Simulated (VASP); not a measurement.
Input of a VASP 6.6.1 run:

File POSCAR:

```
BaHfO3
1.0
    4.1770517732      0.0000000000      0.0000000000
    0.0000000000      4.1770517732      0.0000000000
    0.0000000000      0.0000000000      4.1770487591
Ba Hf O
1 1 3
Direct
    0.5000000000      0.5000000000      0.9979971634
    0.0000000000      0.0000000000      0.4979944625
    0.0000000000      0.5000000000      0.4980131235
    0.5000000000      0.0000000000      0.4980131235
    0.0000000000      0.0000000000      0.9980039171
```

Contents of INCAR.step1:

```
  PREC = Accurate
  ENCUT = 520
  ISMEAR = 0
  SIGMA = 0.01
  LREAL = F
  LASPH = T
  NELM = 80
  NBANDS = 27
  GGA = PE
  ALGO = Normal
  EDIFF = 1E-4
  LWAVE = T
  LCHARG = F
```

The input INCAR.step2:

```
  PREC = Accurate
  ENCUT = 520
  EDIFF = 1E-7
  ISMEAR = 0
  SIGMA = 0.01
  LREAL = F
  LASPH = T
  NELM = 80
  ALGO = Normal
  ISIF = 2
  LWAVE = F
  LCHARG = F
  METAGGA = R2SCAN
  LMIXTAU = T
  NBANDS = 27
  ISTART = 1
```

KPOINTS

```
Automatic mesh
0
Gamma
  6 6 6
```

Potentials or basis: VASP PAW PBE potentials, release 64 (Ba_sv, Hf_pv, O).

Run with:

```console
$ cat potpaw_PBE.64/Ba_sv/POTCAR potpaw_PBE.64/Hf_pv/POTCAR potpaw_PBE.64/O/POTCAR > POTCAR
$ cp INCAR.step1 INCAR
$ mpirun -np 1 vasp_std > vasp.out
$ cp INCAR.step2 INCAR
$ mpirun -np 1 vasp_std > vasp.out
```

Task: What does it give for the pressure?

Result: -0.7 GPa.

Task: What does it give for the band gap on the k mesh?

Result: 4.11 eV, indirect (least direct gap 4.35 eV).

Caveat: the PAW data sets were made with another functional, which shifts forces and pressure a little; spin-orbit coupling is left out, which moves the levels of the heavy elements. r2SCAN opens gaps a little over a GGA but as a rule still falls short of measured ones.
